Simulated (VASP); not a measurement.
# Al16BH3 in VASP: a series of runs

The runs below take Al16BH3 through single point, with PBE.

Program: VASP 6.6.1. These are calculated values, not measurements. Logs are shortened: lines on timing, memory, paths and dates and some standing lists are left out, and cuts for length are marked.

### Step 1. The cell of the first run

The cell holds a slab with vacuum, 20 atoms: a = 8.100 Å, b = 5.728 Å, c = 16.296 Å, α = 90.00°, β = 90.00°, γ = 90.00°.

### Step 2. Single point, PBE

The input, INCAR:

```
SYSTEM = Al16BH3
  PREC = Accurate
  ENCUT = 520
  EDIFF = 1E-7
  ISMEAR = -1
  SIGMA = 0.05
  LREAL = Auto
  LASPH = .TRUE.
  NELM = 100
  ALGO = Normal
  ISIF = 2
  LWAVE = .FALSE.
  LCHARG = .TRUE.
  GGA = PE
  LELF = .TRUE.
  LVHAR = .TRUE.
  NBANDS = 43
```

The input, KPOINTS:

```
Automatic mesh
0
G
  2 2 1
  0 0 0
```

The input, POSCAR:

```
Al16BH3
1.0
    8.1000000000      0.0000000000      0.0000000000
    0.0000000000      5.7275650000      0.0000000000
    0.0000000000      0.0000000000     16.2956740000
Al B H
16 1 3
Direct
    0.2500000000      0.2500015277      0.0613659797
    0.7500000000      0.2500015277      0.0613659797
    0.2500000000      0.7500045831      0.0613659797
    0.7500000000      0.7500045831      0.0613659797
   -0.0371604938      0.0159928347      0.1480883822
    0.5277160494     -0.0116628969      0.1250700032
    0.0080123457      0.4975238168      0.1407551477
    0.4991481481      0.5069169883      0.1263280058
    0.2241728395      0.2757192629      0.2255567950
    0.7453827160      0.2820046564      0.2352096636
    0.2392592593      0.7535139278      0.2492011070
    0.7374320988      0.7610389406      0.2376213466
    0.0006049383      0.0434041342      0.2972261227
    0.4783209877      0.0531639536      0.3101497980
   -0.0394938272      0.5006141353      0.3191276409
    0.4814814815      0.5231891738      0.3199560816
    0.4263456790      0.2834887077      0.4240389198
    0.5241481481      0.3396207638      0.4752733762
    0.2737037037      0.2998481903      0.4423566647
    0.4676790123      0.0916270701      0.4359009637
```

Potentials or basis: VASP PAW PBE potentials, release 64 (Al, B, H).

Launch:

```console
$ cat potpaw_PBE.64/Al/POTCAR potpaw_PBE.64/B/POTCAR potpaw_PBE.64/H/POTCAR > POTCAR
$ mpirun -np 1 vasp_std > vasp.out
```

OUTCAR:

```text
SYSTEM = Al16BH3
   PREC = Accurate
   ENCUT = 520
   EDIFF = 1E-7
   ISMEAR = -1
   LREAL = Auto
   LASPH = .TRUE.
   NELM = 100
   ISIF = 2
   GGA = PE

 ion  position               nearest neighbor table
   1  0.250  0.250  0.061-   9 2.69   8 2.71   7 2.74   3 2.86   3 2.86   6 2.90   5 3.03
   2  0.750  0.250  0.061-   6 2.56   5 2.60   8 2.72   7 2.84  10 2.84   4 2.86   4 2.86
   3  0.250  0.750  0.061-   8 2.67   7 2.76   6 2.83   1 2.86   1 2.86  11 3.06   5 3.12
   4  0.750  0.750  0.061-   6 2.49   8 2.68   5 2.70   7 2.85   2 2.86   2 2.86  12 2.87
   5  0.963  0.016  0.148-  13 2.45   2 2.60   4 2.70  10 2.73  12 2.76   7 2.78   9 2.88   7 2.99
                             1 3.03   3 3.12  11 3.16
   6  0.528  0.988  0.125-   4 2.49   2 2.56   8 2.77  12 2.82   3 2.83   1 2.90   8 2.98  10 3.03
                            14 3.06
   7  0.008  0.498  0.141-   9 2.57   1 2.74   3 2.76   5 2.78   2 2.84   4 2.85  10 2.90  15 2.93
                            11 2.96   5 2.99  12 3.09
   8  0.499  0.507  0.126-   3 2.67   4 2.68   1 2.71   2 2.72   6 2.77  10 2.96   6 2.98  12 3.02
                             9 3.05  16 3.16  11 3.23
   9  0.224  0.276  0.226-  13 2.53   7 2.57   1 2.69  11 2.77  14 2.79   5 2.88  15 2.92  16 2.95
                            11 3.02   8 3.05
  10  0.745  0.282  0.235-  15 2.54  13 2.68   5 2.73  12 2.74  14 2.81   2 2.84  16 2.90   7 2.90
                             8 2.96  12 2.98   6 3.03
  11  0.239  0.754  0.249-  16 2.63  13 2.67   9 2.77  14 2.77  15 2.91   7 2.96   9 3.02   3 3.06
                             5 3.16   8 3.23
  12  0.737  0.761  0.238-  15 2.69  10 2.74   5 2.76   6 2.82  16 2.82  13 2.85   4 2.87  14 2.93
                            10 2.98   8 3.02   7 3.09
  13  0.001  0.043  0.297-   5 2.45   9 2.53  15 2.66  11 2.67  10 2.68  12 2.85  15 3.15
  14  0.478  0.053  0.310-  20 2.06  17 2.32  16 2.70  11 2.77   9 2.79  10 2.81  12 2.93  16 3.04
                             6 3.06
  15  0.961  0.501  0.319-  10 2.54  13 2.66  12 2.69  11 2.91   9 2.92   7 2.93  13 3.15
  16  0.481  0.523  0.320-  17 2.23  11 2.63  14 2.70  12 2.82  10 2.90   9 2.95  14 3.04   8 3.16

  17  0.426  0.283  0.424-  20 1.16  18 1.19  19 1.28  16 2.23  14 2.32
  18  0.524  0.340  0.475-  17 1.19
  19  0.274  0.300  0.442-  17 1.28
  20  0.468  0.092  0.436-  17 1.16  14 2.06

  LATTYP: Found a simple orthorhombic cell.
 ALAT       =     5.7275650000
 B/A-ratio  =     1.4142135445
 C/A-ratio  =     2.8451312207

  Lattice vectors:

 A1 = (   0.0000000000,  -5.7275650000,   0.0000000000)
 A2 = (   8.1000000000,   0.0000000000,   0.0000000000)
 A3 = (   0.0000000000,   0.0000000000,  16.2956740000)

Analysis of symmetry for initial positions (statically):
=====================================================================
 Subroutine PRICEL returns:
 Original cell was already a primitive cell.

 Routine SETGRP: Setting up the symmetry group for a
 simple orthorhombic supercell.

 Subroutine GETGRP returns: Found  1 space group operations
 (whereof  1 operations were pure point group operations)
 out of a pool of  8 trial point group operations.

The static configuration has the point symmetry C_1 .

Analysis of symmetry for dynamics (positions and initial velocities):
=====================================================================
 Subroutine PRICEL returns:
 Original cell was already a primitive cell.

 Routine SETGRP: Setting up the symmetry group for a
 simple orthorhombic supercell.

 Subroutine GETGRP returns: Found  1 space group operations
 (whereof  1 operations were pure point group operations)
 out of a pool of  8 trial point group operations.

The dynamic configuration has the point symmetry C_1 .

 Subroutine INISYM returns: Found  1 space group operations
 (whereof  1 operations are pure point group operations),
 and found     1 'primitive' translations

----------------------------------------------------------------------------------------

                                     Primitive cell

  volume of cell :     756.0097

  direct lattice vectors                    reciprocal lattice vectors
     8.100000000  0.000000000  0.000000000     0.123456790  0.000000000  0.000000000
     0.000000000  5.727565000  0.000000000     0.000000000  0.174594265  0.000000000
     0.000000000  0.000000000 16.295674000     0.000000000  0.000000000  0.061365980

  length of vectors
     8.100000000  5.727565000 16.295674000     0.123456790  0.174594265  0.061365980

  position of ions in fractional coordinates (direct lattice)
     0.250000000  0.250001528  0.061365980
     0.750000000  0.250001528  0.061365980
     0.250000000  0.750004583  0.061365980
     0.750000000  0.750004583  0.061365980
     0.962839506  0.015992835  0.148088382
     0.527716049  0.988337103  0.125070003
[... 12 lines left out ...]
     0.273703704  0.299848190  0.442356665
     0.467679012  0.091627070  0.435900964

[... 52 lines left out ...]
 SYSTEM =  Al16BH3
   PREC   = accura    normal or accurate (medium, high low for compatibility)
   ISTART =      0    job   : 0-new  1-cont  2-samecut
   ICHARG =      2    charge: 1-file 2-atom 10-const
   ISPIN  =      1    spin polarized calculation?
   LNONCOLLINEAR =      F non collinear calculations
   LSORBIT =      F    spin-orbit coupling
   LASPH  =      T    aspherical Exc in radial PAW
   ENCUT  =  520.0 eV  38.22 Ry    6.18 a.u.  15.06 10.65 30.30*2*pi/ulx,y,z
   NELM   =    100;   NELMIN=  2; NELMDL= -5     # of ELM steps
   EDIFF  = 0.1E-06   stopping-criterion for ELM
   LREAL  =      T    real-space projection
   EDIFFG = 0.1E-05   stopping-criterion for IOM
   NSW    =      0    number of steps for IOM
   IBRION =     -1    ionic relax: 0-MD 1-quasi-New 2-CG
   NFREE  =      0    steps in history (QN), initial steepest desc. (CG)
   ISIF   =      2    stress and relaxation
   ISYM   =      2    0-nonsym 1-usesym 2-fastsym
   POTIM  = 0.5000    time-step for ionic-motion
   TEBEG  =    0.0;   TEEND  =   0.0 temperature during run
   PSTRESS=    0.0 pullay stress
   NELECT =      54.0000    total number of electrons
   NUPDOWN=      -1.0000    fix difference up-down
   EMIN   =  10.00;   EMAX   =-10.00  energy-range for DOS
   EFERMI =   0.00;   METHOD = LEGACY
   ISMEAR =    -1;   SIGMA  =   0.05  broadening in eV -4-tet -1-fermi 0-gaus
   EFERMI_NEDOS =   21; number of points for ismear=-14 and -15
   IALGO  =     38    algorithm
   IMIX   =      4    mixing-type and parameters
     AMIX     =   0.40;   BMIX     =  1.00
     AMIX_MAG =   1.60;   BMIX_MAG =  1.00
  volume/ion in A,a.u.               =      37.80       255.09
  Fermi-wavevector in a.u.,A,eV,Ry     =   0.679251  1.283598  6.277482  0.461382
  Thomas-Fermi vector in A             =   1.757394
   LORBIT       =      0    0 simple, 1 ext, 2 COOP (PROOUT), +10 PAW based schemes
   GGA     = PE    functional components
   LHFCALC =     F    Hartree Fock is set to
   AEXX    =    0.0000 exact exchange contribution
   IVDW    =     0    specifies the selected vdW correction
   LEPSILON=     F    determine dielectric tensor
   LRPA    =     F    only Hartree local field effects (RPA)
 non-spin polarized calculation
  energy-cutoff  :      520.00
  volume of cell :      756.01
 maximum number of plane-waves:     20408
   NGX = 31   NGY = 21   NGZ = 61

 number of electron      53.9999999 magnetization

 Free energy of the ion-electron system (eV)
  ---------------------------------------------------
  ext. energy  EPLUGINS =         0.00000000
  ---------------------------------------------------
  free energy    TOTEN  =       -69.85318164 eV

  energy without entropy =      -69.80721685  energy(sigma->0) =      -69.83019924

 E-fermi :   0.2364     XC(G=0):  -5.0447

 val. band max:        0.2068344523   @ k =   0.0000   0.0000   0.0000
 cond. band min:       0.3070403081   @ k =   0.5000   0.5000   0.0000
 fundamental gap:      0.1002058558
 Fermi energy:         0.2364053474

 k-point     1 :       0.0000    0.0000    0.0000
  band No.  band energies     occupation
      1     -10.1124      2.00000
      2      -9.0978      2.00000
      3      -8.0905      2.00000
      4      -7.7932      2.00000
      5      -7.2886      2.00000
      6      -5.8434      2.00000
[... 31 lines left out ...]
     38       2.4368      0.00000
     39       2.5500      0.00000
[... 124 lines left out ...]
     38       2.7619      0.00000
     39       2.8462      0.00000
 [bands above 39 left out]

------------------------ aborting loop because EDIFF is reached ----------------------------------------

  FORCE on cell =-STRESS in cart. coord.  units (eV):
  Direction    XX          YY          ZZ          XY          YZ          ZX
  --------------------------------------------------------------------------------------
  -------------------------------------------------------------------------------------
  Total        6.9270630     -9.1507672     -0.5867679     -0.8236685     -1.1132573      3.3798413
  in kB       14.6802127    -19.3928089     -1.2435109     -1.7455636     -2.3592761      7.1627455
  external PRESSURE =      -1.9853690 kB  Pullay stress =       0.0000000 kB

 VOLUME and BASIS-vectors are now :
 -----------------------------------------------------------------------------
  energy-cutoff  :      520.00
  volume of cell :      756.01
      direct lattice vectors                 reciprocal lattice vectors
     8.100000000  0.000000000  0.000000000     0.123456790  0.000000000  0.000000000
     0.000000000  5.727565000  0.000000000     0.000000000  0.174594265  0.000000000
     0.000000000  0.000000000 16.295674000     0.000000000  0.000000000  0.061365980

 POSITION                                       TOTAL-FORCE (eV/Angst)
 -----------------------------------------------------------------------------------
      2.02500      1.43190      1.00000        -0.128431     -0.280396     -0.241445
      6.07500      1.43190      1.00000         0.353546      0.721053     -0.404827
      2.02500      4.29570      1.00000        -0.248126      0.386485      0.260886
      6.07500      4.29570      1.00000         0.802230     -0.626202     -0.069311
      7.79900      0.09160      2.41320         0.904808     -0.558372     -1.032303
      4.27450      5.66076      2.03810        -1.578386      0.343295      0.874148
[... 12 lines left out ...]
      2.21700      1.71740      7.20850         1.158195      0.045493     -0.384235
      3.78820      0.52480      7.10330         0.395249     -2.153174     -0.384830
 -----------------------------------------------------------------------------------
    total drift:                                0.006165     -0.008073     -0.000017

  FREE ENERGIE OF THE ION-ELECTRON SYSTEM (eV)
  ---------------------------------------------------
  free  energy   TOTEN  =       -69.8531816428 eV

  energy  without entropy=      -69.8072168453  energy(sigma->0) =      -69.83019924
```

Wall time 3.7 min (1 thread of Intel Xeon 6975P-C (Granite Rapids), shared host); peak memory 0.72 GiB.

What came out:

| Property | Result |
| --- | --- |
| Free energy | -69.8532 eV |
| Largest force | 2.223 eV/Å |
| Band gap on the k mesh | zero (band 27 reaches 0.62 eV, above the bottom of band 28 at -0.04 eV) |

Forces in eV/Å, atoms in the order of the input:
```
Al  -0.128 -0.280 -0.241
Al   0.354  0.721 -0.405
Al  -0.248  0.386  0.261
Al   0.802 -0.626 -0.069
Al   0.905 -0.558 -1.032
Al  -1.578  0.343  0.874
Al  -0.889  0.670 -0.098
Al   0.026 -0.225  0.764
Al   1.074 -0.080  0.070
Al  -0.990 -0.398 -0.672
Al  -0.162  0.220 -0.587
Al  -0.163  0.237  0.041
Al  -0.587 -0.702  1.518
Al   0.121 -0.193  0.268
Al   0.924  0.641  0.073
Al   0.118 -0.079 -0.022
B   -1.405  1.260 -0.231
H    0.274  0.771  0.256
H    1.158  0.045 -0.384
H    0.395 -2.153 -0.385
```

Caveat: the k points lie up to 0.55 Å⁻¹ apart.

### Step 3. Single point, PBE

The input, INCAR:

```
  ALGO = Normal
  EDIFF = 1E-7
  ENCUT = 520
  GGA = PE
  ISIF = 2
  ISMEAR = -1
  LASPH = True
  LCHARG = False
  LREAL = Auto
  LWAVE = False
  NBANDS = 43
  NELM = 100
  PREC = Accurate
  SIGMA = 0.05
```

The input, KPOINTS:

```
k-points
0
Gamma
  2 2 1
```

The input, POSCAR:

```
Al16BH3
1.0
    8.1000000000      0.0000000000      0.0000000000
    0.0000000000      5.7275650000      0.0000000000
    0.0000000000      0.0000000000     16.2956740000
Al B H
16 1 3
Direct
    0.2500000000      0.2500015277      0.0613659797
    0.7500000000      0.2500015277      0.0613659797
    0.2500000000      0.7500045831      0.0613659797
    0.7500000000      0.7500045831      0.0613659797
   -0.0198641975      0.0105280342      0.1345817301
    0.4916296296      0.0184371544      0.1325505162
   -0.0254691358      0.5307491054      0.1542004338
    0.5036543210      0.5283746234      0.1429704595
    0.2384938272      0.2641436631      0.2205922873
    0.7086419753      0.2497920146      0.2249738182
    0.2211604938      0.7706940035      0.2529689781
    0.7269135802      0.7859710016      0.2537605993
   -0.0258765432      0.0634650152      0.3196308419
    0.4708888889      0.0584017816      0.3195510661
   -0.0304320988      0.5361964465      0.3336959245
    0.4703580247      0.5133071384      0.3200481306
    0.4037037037      0.2602327516      0.4262726414
    0.4247901235      0.3776823135      0.4825820644
    0.2609012346      0.2192554777      0.4336365590
    0.5112962963      0.0773277999      0.4455845153
```

Potentials or basis: VASP PAW PBE potentials, release 64 (Al, B, H).

Launch:

```console
$ cat potpaw_PBE.64/Al/POTCAR potpaw_PBE.64/B/POTCAR potpaw_PBE.64/H/POTCAR > POTCAR
$ mpirun -np 1 vasp_std > vasp.out
```

Wall time 3.2 min (1 thread of Intel Xeon 6975P-C (Granite Rapids), shared host); peak memory 0.72 GiB.

The run converged. Its results:

- Free energy: -70.1393 eV
- Largest force: 1.905 eV/Å
- Band gap on the k mesh: zero (band 27 reaches 0.68 eV, above the bottom of band 28 at -0.07 eV)

Forces on the atoms (eV/Å):
```
Al  -0.364  0.529 -0.472
Al  -0.370  0.565 -0.478
Al  -0.231 -0.165  0.394
Al  -0.560 -0.057  0.164
Al   0.813  0.036  0.717
Al   0.088 -0.665  0.251
Al   0.435 -0.351  0.203
Al  -0.379  0.165  0.086
Al  -0.322  0.225  0.422
Al   0.753  0.542  0.672
Al   0.106  0.045 -0.506
Al  -0.200 -0.437 -0.413
Al   0.085 -0.124 -0.289
Al  -0.172 -0.926  0.243
Al  -0.077 -0.061 -0.378
Al  -0.030  0.410  0.070
B    1.344 -1.292 -0.388
H    0.802  1.134  0.988
H   -0.584 -0.597 -0.455
H   -1.137  1.026 -0.834
```

Levels at points of the mesh, in eV from the Fermi level:
```tsv
k point	band 25	band 26	band 27	band 28	band 29	band 30
(0.00, 0.00, 0.00)	-0.88	-0.81	-0.57	-0.37	0.13	0.14
(0.50, 0.00, 0.00)	-0.88	-0.77	-0.61	-0.03	0.13	0.18
(0.00, 0.50, 0.00)	-0.66	-0.05	0.38	0.45	0.66	0.97
(0.50, 0.50, 0.00)	-0.38	-0.16	0.01	0.33	0.38	0.60
```

Caveat: the k points lie up to 0.55 Å⁻¹ apart.

### Step 4. Single point, PBE

The input, INCAR:

```
PREC = Accurate ; ENCUT = 520
EDIFF = 1E-7 ; ISMEAR = -1
SIGMA = 0.05 ; LREAL = Auto
LASPH = True ; NELM = 100
ALGO = Normal ; ISIF = 2
LWAVE = False ; LCHARG = False
GGA = PE ; NBANDS = 43
```

The input, KPOINTS:

```
regular mesh
0
Gamma
  2 2 1
```

The input, POSCAR:

```
Al16BH3
1.0
    8.1000000000      0.0000000000      0.0000000000
    0.0000000000      5.7275650000      0.0000000000
    0.0000000000      0.0000000000     16.2956740000
Al B H
16 1 3
Direct
    0.2500000000      0.2500015277      0.0613659797
    0.7500000000      0.2500015277      0.0613659797
    0.2500000000      0.7500045831      0.0613659797
    0.7500000000      0.7500045831      0.0613659797
    0.0379259259      0.0026538328      0.1355022198
    0.4516543210      0.0038410738      0.1533413101
   -0.0492469136      0.5482609102      0.1731563849
    0.4864938272      0.5569731640      0.1642644545
    0.2422098765      0.2736415911      0.2294228517
    0.6994567901      0.2533711970      0.2303924342
    0.2070740741      0.7934785550      0.2437456714
    0.7066666667      0.7837187356      0.2615418055
   -0.0562222222      0.0686330055      0.3415078137
    0.4543456790     -0.0052203685      0.3269579399
   -0.0202839506      0.5742754556      0.3392679554
    0.4554444444      0.5305745112      0.3211281718
    0.4314074074      0.2700798681      0.4167977342
    0.3994197531      0.4105409541      0.4714073195
    0.2980864198      0.1845461378      0.4335751930
    0.5486419753      0.1234032263      0.4288438760
```

Launch:

```console
$ cat potpaw_PBE.64/Al/POTCAR potpaw_PBE.64/B/POTCAR potpaw_PBE.64/H/POTCAR > POTCAR
$ mpirun -np 1 vasp_std > vasp.out
```

It took 3 min on 1 thread of Intel Xeon 6975P-C (Granite Rapids), shared host; peak memory 0.71 GiB.

It converged, with:

```yaml
Free_energy: -69.3163 eV
Largest_force: 2.198 eV/Å
Band_gap_on_the_k_mesh: zero (band 27 reaches 0.48 eV, above the bottom of band 28 at -0.11 eV)
```

Forces on the atoms (eV/Å):
```
Al   0.303  1.113 -0.468
Al  -0.227  0.217  0.365
Al   0.260 -0.938 -0.327
Al  -0.323  0.061  0.372
Al  -2.083  0.691  0.134
Al   1.316  0.395 -0.123
Al   0.470 -0.609 -0.382
Al  -0.069 -0.839 -1.086
Al  -0.914  0.459  0.408
Al   0.369  0.147  0.498
Al   0.278 -0.515  0.650
Al   0.592 -0.160 -0.243
Al   0.330  0.274 -0.592
Al  -0.368  0.805  0.235
Al  -0.195 -0.511  0.000
Al  -0.113 -0.308  0.574
B    0.074 -0.265  0.391
H    0.892  0.035 -0.018
H   -0.310 -0.697 -0.682
H   -0.285  0.644  0.293
```

Levels at points of the mesh, in eV from the Fermi level:
| k point | band 24 | band 25 | band 26 | band 27 | band 28 | band 29 | band 30 | band 31 |
| --- | --- | --- | --- | --- | --- | --- | --- | --- |
| (0.00, 0.00, 0.00) | -1.53 | -0.78 | -0.70 | -0.48 | -0.40 | 0.16 | 0.50 | 0.61 |
| (0.50, 0.00, 0.00) | -0.98 | -0.87 | -0.72 | -0.60 | -0.45 | 0.14 | 0.24 | 0.69 |
| (0.00, 0.50, 0.00) | -0.80 | -0.52 | 0.09 | 0.14 | 0.35 | 0.66 | 1.15 | 1.34 |
| (0.50, 0.50, 0.00) | -0.88 | -0.67 | -0.38 | -0.04 | 0.35 | 0.41 | 0.61 | 0.94 |

Caveat: the k points lie up to 0.55 Å⁻¹ apart.
